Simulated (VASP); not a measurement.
# Au (P6_3/mmc) in VASP: notebook, part 2 of 2

VASP 6.6.1. The steps go on from the part before.

## Step 4: Single point, r2SCAN (strain -0.050 along x and y, +0.000 along z)

POSCAR reads:

```
Au
1.0
    2.7457779447      0.0000000000      0.0000000000
   -1.3728889724      2.3779134533      0.0000000000
    0.0000000000      0.0000000000      4.8647156952
Au
2
Direct
    0.3333333333      0.6666666667      0.7500000000
    0.6666666667      0.3333333333      0.2500000000
```

INCAR.step1 reads:

```
  ALGO = Normal
  EDIFF = 1E-4
  ENCUT = 520
  GGA = PE
  ISMEAR = 0
  LASPH = True
  LCHARG = False
  LREAL = False
  LWAVE = True
  NBANDS = 18
  NELM = 100
  PREC = Accurate
  SIGMA = 0.15
```

INCAR.step2 reads:

```
  ALGO = Normal
  EDIFF = 1E-7
  ENCUT = 520
  ISIF = 2
  ISMEAR = 0
  ISTART = 1
  LASPH = True
  LCHARG = False
  LMIXTAU = True
  LREAL = False
  LWAVE = False
  METAGGA = R2SCAN
  NBANDS = 18
  NELM = 100
  PREC = Accurate
  SIGMA = 0.15
```

KPOINTS reads:

```
k-points
0
Gamma
  24 24 12
```

On the command line:

```sh
> cat potpaw_PBE.64/Au/POTCAR > POTCAR
> cp INCAR.step1 INCAR
> mpirun -np 1 vasp_std > vasp.out
> cp INCAR.step2 INCAR
> mpirun -np 1 vasp_std > vasp.out
```

Wall time 5.3 min (1 thread of Intel Xeon Platinum 8559C (Emerald Rapids), shared host); peak memory 0.3 GiB.

The run converged. Its results:

```yaml
Free_energy: -100.9363 eV
Pressure: 22.5 GPa
Band_gap_on_the_k_mesh: zero (band 11 reaches 15.62 eV, above the bottom of band 12 at 7.56 eV)
```

Stress tensor (GPa, compression positive):
```
25.69  0.00  0.00
 0.00 25.69  0.00
 0.00  0.00 16.20
```

Levels at points of the mesh, in eV from the Fermi level:
```
           k point  band 8  band 9  band 10  band 11  band 12  band 13  band 14  band 15
(0.00, 0.00, 0.00)   -3.85   -3.85    -2.56    -2.56    -1.79     2.33    15.48    15.62
(0.50, 0.00, 0.00)   -2.44   -1.93    -1.78     0.52     2.06     5.97     7.54     8.03
(0.00, 0.00, 0.50)   -5.34   -3.05    -3.05    -3.05    -3.05    10.32    10.32    15.94
(0.50, 0.00, 0.50)   -2.86   -1.84    -1.84     0.41     0.41     4.74     4.74    13.40
```

Caveat: the cell differs from its parent crystal (strain -0.050 along x and y, +0.000 along z); the PAW data sets were made with another functional, which shifts forces and pressure a little; spin-orbit coupling is left out, which moves the levels of the heavy elements.

## Step 5: Single point, r2SCAN (strain -0.050 along x and y, +0.050 along z)

POSCAR: that of step 4 with these lines changed.

```diff
@@ -4,3 +4,3 @@
    -1.3728889724      2.3779134533      0.0000000000
-    0.0000000000      0.0000000000      4.8647156952
+    0.0000000000      0.0000000000      5.1079514800
 Au
```

INCAR.step1 reads:

```
SYSTEM = Au
PREC = Accurate
ENCUT = 520
ISMEAR = 0
SIGMA = 0.15
LREAL = .FALSE.
LASPH = .TRUE.
NELM = 80
NBANDS = 18
GGA = PE
ALGO = Normal
EDIFF = 1E-4
LWAVE = .TRUE.
LCHARG = .FALSE.
```

INCAR.step2 reads:

```
SYSTEM = Au
PREC = Accurate
ENCUT = 520
EDIFF = 1E-6
ISMEAR = 0
SIGMA = 0.15
LREAL = .FALSE.
LASPH = .TRUE.
NELM = 80
ALGO = Normal
ISIF = 2
LWAVE = .FALSE.
LCHARG = .TRUE.
METAGGA = R2SCAN
LMIXTAU = .TRUE.
LELF = .TRUE.
LVHAR = .TRUE.
NBANDS = 18
ISTART = 1
```

KPOINTS reads:

```
regular mesh
0
G
  24 24 12
  0 0 0
```

On the command line:

```sh
> cat potpaw_PBE.64/Au/POTCAR > POTCAR
> cp INCAR.step1 INCAR
> mpirun -np 1 vasp_std > vasp.out
> cp INCAR.step2 INCAR
> mpirun -np 1 vasp_std > vasp.out
```

It took 6.4 min on 1 thread of Intel Xeon 6975P-C (Granite Rapids), shared host; peak memory 0.31 GiB.

It converged, with:

```
Free energy            : -101.0309 eV
Pressure               : 13.3 GPa
Band gap on the k mesh : zero (band 11 reaches 14.65 eV, above the bottom of band 12 at 6.87 eV)
```

Stress tensor (GPa, compression positive):
```
18.06  0.00  0.00
 0.00 18.06  0.00
 0.00  0.00  3.79
```

Levels at points of the mesh, in eV from the Fermi level:
```csv
k point,band 8,band 9,band 10,band 11,band 12,band 13,band 14,band 15
"(0.00, 0.00, 0.00)",-3.41,-3.41,-2.44,-2.44,-1.74,1.50,14.43,16.01
"(0.50, 0.00, 0.00)",-2.48,-1.68,-1.58,0.67,2.20,5.68,7.20,7.55
"(0.00, 0.00, 0.50)",-5.04,-2.84,-2.84,-2.84,-2.84,8.95,8.95,16.31
"(0.50, 0.00, 0.50)",-2.78,-1.62,-1.62,0.63,0.63,4.72,4.72,12.56
```

Caveat: the cell differs from its parent crystal (strain -0.050 along x and y, +0.050 along z); the PAW data sets were made with another functional, which shifts forces and pressure a little; spin-orbit coupling is left out, which moves the levels of the heavy elements.

## Step 6: Single point, r2SCAN (strain +0.000 along x and y, -0.050 along z)

POSCAR reads:

```
Au
1.0
    2.8902925734      0.0000000000      0.0000000000
   -1.4451462867      2.5030667929      0.0000000000
    0.0000000000      0.0000000000      4.6214799104
Au
2
Direct
    0.3333333333      0.6666666667      0.7500000000
    0.6666666667      0.3333333333      0.2500000000
```

INCAR.step1 reads:

```
PREC = Accurate
ENCUT = 520
ISMEAR = 0
SIGMA = 0.15
LREAL = F
LASPH = T
NELM = 100
NBANDS = 18
GGA = PE
ALGO = Normal
EDIFF = 1E-4
LWAVE = T
LCHARG = F
```

INCAR.step2 reads:

```
PREC = Accurate
ENCUT = 520
EDIFF = 1E-6
ISMEAR = 0
SIGMA = 0.15
LREAL = F
LASPH = T
NELM = 100
ALGO = Normal
ISIF = 2
LWAVE = F
LCHARG = F
METAGGA = R2SCAN
LMIXTAU = T
NBANDS = 18
ISTART = 1
```

KPOINTS reads:

```
Automatic mesh
0
Gamma
  24 24 12
```

Potentials or basis: VASP PAW PBE potentials, release 64 (Au).

On the command line:

```sh
> cat potpaw_PBE.64/Au/POTCAR > POTCAR
> cp INCAR.step1 INCAR
> mpirun -np 1 vasp_std > vasp.out
> cp INCAR.step2 INCAR
> mpirun -np 1 vasp_std > vasp.out
```

Run time: 7.2 min. Hardware: 1 thread of Intel Xeon 6975P-C (Granite Rapids), shared host; peak memory 0.32 GiB.

The run converged. Its results:

```yaml
Free_energy: -101.1160 eV
Pressure: 9.4 GPa
Band_gap_on_the_k_mesh: zero (band 11 reaches 14.19 eV, above the bottom of band 12 at 6.73 eV)
```

Stress tensor (GPa, compression positive):
```
 7.79  0.00  0.00
 0.00  7.79  0.00
 0.00  0.00 12.53
```

Levels at points of the mesh, in eV from the Fermi level:
```
           k point  band 7  band 8  band 9  band 10  band 11  band 12  band 13  band 14  band 15  band 16
(0.00, 0.00, 0.00)   -4.52   -4.13   -4.13    -2.40    -2.40    -0.70     3.57    15.17    17.40    17.72
(0.50, 0.00, 0.00)   -4.04   -2.26   -2.01    -2.00     0.27     1.42     6.50     8.05     8.19    10.35
(0.00, 0.00, 0.50)   -5.04   -5.04   -2.90    -2.90    -2.90    -2.90    12.46    12.46    15.45    15.45
(0.50, 0.00, 0.50)   -2.61   -2.61   -2.09    -2.09     0.49     0.49     4.16     4.16    14.15    14.15
```

Caveat: the cell differs from its parent crystal (strain +0.000 along x and y, -0.050 along z); the PAW data sets were made with another functional, which shifts forces and pressure a little; spin-orbit coupling is left out, which moves the levels of the heavy elements.

## Step 7: The runs side by side

| cell | gap on the mesh (eV) | pressure (GPa) |
| --- | --- | --- |
| a = 2.746, b = 2.746, c = 4.621 Å, angles 90.0, 90.0, 120.0°, 2 atoms | none | 36.9 |
| a = 2.746, b = 2.746, c = 4.743 Å, angles 90.0, 90.0, 120.0°, 2 atoms | none | 28.9 |
| a = 2.746, b = 2.746, c = 4.865 Å, angles 90.0, 90.0, 120.0°, 2 atoms | none | 22.5 |
| a = 2.746, b = 2.746, c = 5.108 Å, angles 90.0, 90.0, 120.0°, 2 atoms | none | 13.3 |
| a = 2.890, b = 2.890, c = 4.621 Å, angles 90.0, 90.0, 120.0°, 2 atoms | none | 9.4 |

Alike in all rows: task single point; level r2SCAN; potentials or basis VASP PAW PBE potentials, release 64 (Au); no spin polarisation; k mesh 24 × 24 × 12; cutoff (eV) 520; smearing gaussian 0.15 eV.

Caveats: the PAW data sets were made with another functional, which shifts forces and pressure a little; spin-orbit coupling is left out, which moves the levels of the heavy elements.

Total energies depend on the potentials used, so only differences within one code and one set of settings carry meaning.
